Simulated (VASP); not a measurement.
# Si in VASP: notebook, part 2 of 2

VASP 6.6.1.

**6. Single point, LDA**

INCAR reads:

```
  PREC = Accurate
  ENCUT = 520
  EDIFF = 1E-7
  ISMEAR = 0
  SIGMA = 0.05
  LREAL = F
  LASPH = T
  NELM = 80
  ALGO = Normal
  ISIF = 2
  LWAVE = F
  LCHARG = F
  NBANDS = 11
```

KPOINTS reads:

```
regular mesh
0
Gamma
  12 12 12
```

POSCAR reads:

```
Si
1.0
    0.0000000000      2.7987029025      2.6535349594
    2.6501589608      0.0000000000      2.6535349594
    2.6501589608      2.7987029025      0.0000000000
Si
2
Direct
    0.5000000000      0.5000000000      0.5000000000
    0.7500000000      0.7500000000      0.7500000000
```

Potentials or basis: VASP PAW LDA potentials, release 64 (Si).

Command:

```
> cat potpaw_LDA.64/Si/POTCAR > POTCAR
> mpirun -np 1 vasp_std > vasp.out
```

OUTCAR:

```text
PREC = Accurate
   ENCUT = 520
   EDIFF = 1E-7
   ISMEAR = 0
   LREAL = F
   LASPH = T
   NELM = 80
   ISIF = 2

 ion  position               nearest neighbor table
   1  0.500  0.500  0.500-   2 2.34   2 2.34   2 2.34   2 2.34
   2  0.750  0.750  0.750-   1 2.34   1 2.34   1 2.34   1 2.34

  LATTYP: Found a face centered orthorhombic cell.
 ALAT       =     5.3003179216
 B/A-ratio  =     1.0012738853
 C/A-ratio  =     1.0560509554

  Lattice vectors:

 A1 = (   0.0000000000,   2.7987029025,  -2.6535349594)
 A2 = (   2.6501589608,   2.7987029025,   0.0000000000)
 A3 = (   2.6501589608,   0.0000000000,  -2.6535349594)

Analysis of symmetry for initial positions (statically):
=====================================================================
 Subroutine PRICEL returns:
 Original cell was already a primitive cell.

 Routine SETGRP: Setting up the symmetry group for a
 face centered orthorhombic supercell.

 Subroutine GETGRP returns: Found  8 space group operations
 (whereof  4 operations were pure point group operations)
 out of a pool of  8 trial point group operations.

The static configuration has the point symmetry D_2 .
 The point group associated with its full space group is D_2h.

Analysis of symmetry for dynamics (positions and initial velocities):
=====================================================================
 Subroutine PRICEL returns:
 Original cell was already a primitive cell.

 Routine SETGRP: Setting up the symmetry group for a
 face centered orthorhombic supercell.

 Subroutine GETGRP returns: Found  8 space group operations
 (whereof  4 operations were pure point group operations)
 out of a pool of  8 trial point group operations.

The dynamic configuration has the point symmetry D_2 .
 The point group associated with its full space group is D_2h.

 Subroutine INISYM returns: Found  8 space group operations
[... 117 lines left out ...]
     AMIX_MAG =   1.60;   BMIX_MAG =  1.00
  volume/ion in A,a.u.               =      19.68       132.82
  Fermi-wavevector in a.u.,A,eV,Ry     =   0.962521  1.818901 12.605078  0.926447
  Thomas-Fermi vector in A             =   2.091987
   LORBIT       =      0    0 simple, 1 ext, 2 COOP (PROOUT), +10 PAW based schemes
   GGA     = CA    functional components
   LHFCALC =     F    Hartree Fock is set to
   AEXX    =    0.0000 exact exchange contribution
   IVDW    =     0    specifies the selected vdW correction
   LEPSILON=     F    determine dielectric tensor
   LRPA    =     F    only Hartree local field effects (RPA)
 non-spin polarized calculation
 Gauss-broadening in eV      SIGMA  =   0.05
  energy-cutoff  :      520.00
  volume of cell :       39.36
 maximum number of plane-waves:      1076
 NGX is ok and might be reduce to    30
   NGX = 15   NGY = 13   NGZ = 15

 number of electron       8.0000000 magnetization

 Free energy of the ion-electron system (eV)
  ---------------------------------------------------
  ext. energy  EPLUGINS =         0.00000000
  ---------------------------------------------------
  free energy    TOTEN  =       -11.89526739 eV

  energy without entropy =      -11.89525692  energy(sigma->0) =      -11.89526215

 E-fermi :   6.1558     XC(G=0):  -9.6726

 val. band max:        6.0907773803   @ k =   0.0000   0.0000   0.0000
 cond. band min:       6.2294464424   @ k =   0.0000   0.4167   0.4167
 fundamental gap:      0.1386690621
 Fermi energy:         6.1557582535

 k-point     1 :       0.0000    0.0000    0.0000
  band No.  band energies     occupation
      1      -6.1250      2.00000
      2       5.6814      2.00000
      3       6.0830      1.96049
      4       6.0908      1.93393
      5       8.4299      0.00000
      6       8.4346      0.00000
      7       8.6190      0.00000
      8       9.3097      0.00000
      9      13.1696      0.00000
     10      13.7041      0.00000
     11      14.1943      0.00000
[... 309 lines left out ...]
 k-point    24 :      -0.4167    0.1667    0.0000
  band No.  band energies     occupation
      1      -3.4672      2.00000
      2      -0.8751      2.00000
      3       3.0074      2.00000
      4       4.2124      2.00000
      5       7.8836      0.00000
      6       9.8579      0.00000
      7      10.5336      0.00000
      8      13.6742      0.00000
      9      14.2209      0.00000
     10      15.0688      0.00000
     11      17.2456      0.00000

 [... further k-points ...]
[... 5 lines left out ...]
  --------------------------------------------------------------------------------------
  -------------------------------------------------------------------------------------
  Total        0.4961709     -0.9157068      0.4719295      0.0000000      0.0000000      0.0000000
  in kB       20.1956717    -37.2720677     19.2089743      0.0000000      0.0000000      0.0000000
  external PRESSURE =       0.7108594 kB  Pullay stress =       0.0000000 kB

 VOLUME and BASIS-vectors are now :
 -----------------------------------------------------------------------------
  energy-cutoff  :      520.00
  volume of cell :       39.36
      direct lattice vectors                 reciprocal lattice vectors
     0.000000000  2.798702903  2.653534959    -0.188667928  0.178654190  0.188427892
     2.650158961  0.000000000  2.653534959     0.188667928 -0.178654190  0.188427892
     2.650158961  2.798702903  0.000000000     0.188667928  0.178654190 -0.188427892

 POSITION                                       TOTAL-FORCE (eV/Angst)
 -----------------------------------------------------------------------------------
      2.65016      2.79870      2.65353         0.000000     -0.000000      0.000000
      3.97524      4.19805      3.98030         0.000000      0.000000     -0.000000
 -----------------------------------------------------------------------------------
    total drift:                                0.000000     -0.000000     -0.000000

  FREE ENERGIE OF THE ION-ELECTRON SYSTEM (eV)
  ---------------------------------------------------
  free  energy   TOTEN  =       -11.8952673885 eV

  energy  without entropy=      -11.8952569201  energy(sigma->0) =      -11.89526215
```

Run time: 1.9 min. Hardware: 1 thread of Intel Xeon Platinum 8259CL at 2.50GHz (Skylake/Cascade Lake), shared host; peak memory 0.21 GiB.

What came out:

```
Free energy            : -11.8953 eV
Pressure               : 0.1 GPa
Band gap on the k mesh : 0.14 eV, indirect (least direct gap 2.31 eV)
```

Caveat: the cell differs from its parent crystal (strain +e along x and -e along y -0.0275, strain +e along z and -e/2 along x and y -0.0175). A k mesh can miss the band edges.

**7. Overview**

| cell | gap on the mesh (eV) | pressure (GPa) |
| --- | --- | --- |
| a = 3.820 Å, angles 60.0°, 2 atoms | 0.44 | 0.1 |
| a = 3.854, b = 3.854, c = 3.753 Å, angles 60.9, 60.9, 58.3°, 2 atoms | 0.16 | 0.1 |
| a = 3.803, b = 3.803, c = 3.853 Å, angles 59.6, 59.6, 60.9°, 2 atoms | 0.16 | 0.1 |
| a = 3.837, b = 3.837, c = 3.786 Å, angles 60.4, 60.4, 59.1°, 2 atoms | 0.30 | 0.1 |
| a = 3.857, b = 3.750, c = 3.854 Å, angles 60.9, 58.2, 60.9°, 2 atoms | 0.14 | 0.1 |

Alike in all rows: task single point; level LDA; potentials or basis VASP PAW LDA potentials, release 64 (Si); no spin polarisation; k mesh 12 × 12 × 12; cutoff (eV) 520; smearing gaussian 0.05 eV.

Absolute energies hang on the potentials; compare differences alone.
